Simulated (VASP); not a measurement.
# NbAs (Fm-3m) in VASP: notebook, part 2 of 2

VASP 6.6.1. Earlier steps stand in the parts before.

## Step 3: Single point, PBE (volume scaled by 0.945)

File INCAR:

```
PREC = Accurate ; ENCUT = 520
EDIFF = 1E-6 ; ISMEAR = 0
SIGMA = 0.05 ; LREAL = F
LASPH = T ; NELM = 100
ALGO = Normal ; ISIF = 2
LWAVE = F ; LCHARG = F
GGA = PE ; NBANDS = 16
```

File KPOINTS:

```
Automatic mesh
0
Gamma
  12 12 12
```

File POSCAR:

```
NbAs
1.0
    0.0000000000      2.5884958319      2.5884958319
    2.5884958319      0.0000000000      2.5884958319
    2.5884958319      2.5884958319      0.0000000000
Nb As
1 1
Direct
    0.5000000000      0.5000000000      0.5000000000
    0.0000000000      0.0000000000      0.0000000000
```

Potentials or basis: VASP PAW PBE potentials, release 64 (Nb_sv, As).

Started as:

```console
cat potpaw_PBE.64/Nb_sv/POTCAR potpaw_PBE.64/As/POTCAR > POTCAR
mpirun -np 1 vasp_std > vasp.out
```

OUTCAR:

```text
PREC = Accurate
   ENCUT = 520
   EDIFF = 1E-6
   ISMEAR = 0
   LREAL = F
   LASPH = T
   NELM = 100
   ISIF = 2
   GGA = PE

 ion  position               nearest neighbor table
   1  0.500  0.500  0.500-   2 2.59   2 2.59   2 2.59   2 2.59   2 2.59   2 2.59
   2  0.000  0.000  0.000-   1 2.59   1 2.59   1 2.59   1 2.59   1 2.59   1 2.59

  LATTYP: Found a face centered cubic cell.
 ALAT       =     5.1769916638

  Lattice vectors:

 A1 = (   0.0000000000,   2.5884958319,   2.5884958319)
 A2 = (   2.5884958319,   0.0000000000,   2.5884958319)
[... 625 lines left out ...]
      4     -21.3694      2.00000
      5      -1.0658      2.00000
      6       3.7063      2.00000
[... 8 lines left out ...]
     15      19.1370      0.00000
     16      19.8216      0.00000

 [... further k-points ...]
[... 5 lines left out ...]
  --------------------------------------------------------------------------------------
  -------------------------------------------------------------------------------------
  Total        1.9733520      1.9733520      1.9733520      0.0000000      0.0000000      0.0000000
  in kB       91.1470747     91.1470747     91.1470747      0.0000000      0.0000000      0.0000000
  external PRESSURE =      91.1470747 kB  Pullay stress =       0.0000000 kB

 VOLUME and BASIS-vectors are now :
 -----------------------------------------------------------------------------
  energy-cutoff  :      520.00
  volume of cell :       34.69
      direct lattice vectors                 reciprocal lattice vectors
     0.000000000  2.588495832  2.588495832    -0.193162374  0.193162374  0.193162374
     2.588495832  0.000000000  2.588495832     0.193162374 -0.193162374  0.193162374
     2.588495832  2.588495832  0.000000000     0.193162374  0.193162374 -0.193162374

 POSITION                                       TOTAL-FORCE (eV/Angst)
 -----------------------------------------------------------------------------------
      2.58850      2.58850      2.58850        -0.000000     -0.000000      0.000000
      0.00000      0.00000      0.00000         0.000000      0.000000      0.000000
 -----------------------------------------------------------------------------------
    total drift:                                0.000000      0.000000      0.000000

  FREE ENERGIE OF THE ION-ELECTRON SYSTEM (eV)
  ---------------------------------------------------
  free  energy   TOTEN  =       -15.3101697702 eV

  energy  without entropy=      -15.3067816966  energy(sigma->0) =      -15.30847573
```

Wall time 17 s (1 thread of Intel Xeon 6975P-C (Granite Rapids), shared host); peak memory 0.18 GiB.

What came out:

```
Free energy            : -15.3102 eV
Pressure               : 9.1 GPa
Band gap on the k mesh : zero (band 9 reaches 11.08 eV, above the bottom of band 10 at 9.06 eV)
```

Levels at points of the mesh, in eV from the Fermi level:
```
           k point  band 5  band 6  band 7  band 8  band 9  band 10  band 11  band 12  band 13  band 14
(0.00, 0.00, 0.00)  -13.75   -1.58   -1.58   -1.58   -0.92    -0.92    -0.06    -0.06    -0.06     5.39
(0.50, 0.00, 0.00)  -11.30   -7.18   -4.56   -4.56    0.70     0.70     1.67     3.29     7.02     7.02
(0.50, 0.50, 0.00)  -12.13   -5.04   -3.47   -2.01   -2.01     0.11     1.43     1.43     2.73     4.64
```

## Step 4: Single point, PBE (volume scaled by 0.960)

File INCAR:

```
SYSTEM = NbAs
PREC = Accurate ; ENCUT = 520
EDIFF = 1E-6 ; ISMEAR = 0
SIGMA = 0.05 ; LREAL = .FALSE.
LASPH = .TRUE. ; NELM = 100
ALGO = Normal ; ISIF = 2
LWAVE = .FALSE. ; LCHARG = .FALSE.
GGA = PE ; NBANDS = 16
```

File KPOINTS:

```
regular mesh
0
G
  12 12 12
  0 0 0
```

File POSCAR:

```
NbAs
1.0
    0.0000000000      2.6021197451      2.6021197451
    2.6021197451      0.0000000000      2.6021197451
    2.6021197451      2.6021197451      0.0000000000
Nb As
1 1
Direct
    0.5000000000      0.5000000000      0.5000000000
    0.0000000000      0.0000000000      0.0000000000
```

Started as:

```console
cat potpaw_PBE.64/Nb_sv/POTCAR potpaw_PBE.64/As/POTCAR > POTCAR
mpirun -np 1 vasp_std > vasp.out
```

Wall time 17 s (1 thread of Intel Xeon 6975P-C (Granite Rapids), shared host); peak memory 0.18 GiB.

The run converged. Its results:

| Property | Result |
| --- | --- |
| Free energy | -15.3368 eV |
| Pressure | 6.3 GPa |
| Band gap on the k mesh | zero (band 9 reaches 10.85 eV, above the bottom of band 10 at 8.88 eV) |

Levels at points of the mesh, in eV from the Fermi level:
| k point | band 5 | band 6 | band 7 | band 8 | band 9 | band 10 | band 11 | band 12 | band 13 | band 14 |
| --- | --- | --- | --- | --- | --- | --- | --- | --- | --- | --- |
| (0.00, 0.00, 0.00) | -13.65 | -1.54 | -1.54 | -1.54 | -0.90 | -0.90 | -0.07 | -0.07 | -0.07 | 5.22 |
| (0.50, 0.00, 0.00) | -11.27 | -7.09 | -4.49 | -4.49 | 0.69 | 0.69 | 1.62 | 3.28 | 6.97 | 6.97 |
| (0.50, 0.50, 0.00) | -12.05 | -4.99 | -3.39 | -2.00 | -2.00 | 0.10 | 1.39 | 1.39 | 2.65 | 4.50 |

## Step 5: Single point, PBE (volume scaled by 0.980)

File INCAR:

```
PREC     = Accurate       # precision mode
ENCUT    = 520            # plane-wave cutoff, eV
EDIFF    = 1E-6           # SCF threshold, eV
ISMEAR   = 0              # smearing method
SIGMA    = 0.05           # smearing width, eV
LREAL    = F              # projectors in reciprocal space
LASPH    = T              # aspherical terms in the spheres
NELM     = 60             # most SCF steps
ALGO     = Normal         # electronic algorithm
ISIF     = 2              # what is computed and relaxed
LWAVE    = F              # write WAVECAR
LCHARG   = T              # write CHGCAR
GGA      = PE             # functional
LELF     = T              # ELF
LVHAR    = T            
NBANDS   = 16             # bands
```

File KPOINTS:

```
Automatic mesh
0
Gamma
  12 12 12
```

File POSCAR:

```
NbAs
1.0
    0.0000000000      2.6200659657      2.6200659657
    2.6200659657      0.0000000000      2.6200659657
    2.6200659657      2.6200659657      0.0000000000
Nb As
1 1
Direct
    0.5000000000      0.5000000000      0.5000000000
    0.0000000000      0.0000000000      0.0000000000
```

Started as:

```console
cat potpaw_PBE.64/Nb_sv/POTCAR potpaw_PBE.64/As/POTCAR > POTCAR
mpirun -np 1 vasp_std > vasp.out
```

Run time: 17 s. Hardware: 1 thread of Intel Xeon 6975P-C (Granite Rapids), shared host; peak memory 0.18 GiB.

The run converged. Its results:

```
Free energy            : -15.3582 eV
Pressure               : 2.9 GPa
Band gap on the k mesh : zero (band 9 reaches 10.56 eV, above the bottom of band 10 at 8.65 eV)
```

Levels at points of the mesh, in eV from the Fermi level:
```tsv
k point	band 5	band 6	band 7	band 8	band 9	band 10	band 11	band 12	band 13	band 14
(0.00, 0.00, 0.00)	-13.52	-1.49	-1.49	-1.49	-0.88	-0.88	-0.09	-0.09	-0.09	5.00
(0.50, 0.00, 0.00)	-11.23	-6.97	-4.40	-4.40	0.66	0.66	1.56	3.26	6.89	6.89
(0.50, 0.50, 0.00)	-11.96	-4.93	-3.29	-1.99	-1.99	0.09	1.34	1.34	2.55	4.31
```

## Step 6: Summary

```csv
level,cell,gap on the mesh (eV),pressure (GPa)
PBE+D3(BJ),"a = 3.730 Å, angles 60.0°, 2 atoms",none,-5.4
PBE,"a = 3.661 Å, angles 60.0°, 2 atoms",none,9.1
PBE,"a = 3.680 Å, angles 60.0°, 2 atoms",none,6.3
PBE,"a = 3.705 Å, angles 60.0°, 2 atoms",none,2.9
```

Alike in all rows: task single point; potentials or basis VASP PAW PBE potentials, release 64 (Nb_sv, As); no spin polarisation; k mesh 12 × 12 × 12; cutoff (eV) 520; smearing gaussian 0.05 eV.

Caveats: three body term missing (some runs); pairwise dispersion overbinds metals, which lowers pressure and volume (some runs).

Total energies depend on the potentials used, so only differences within one code and one set of settings carry meaning.
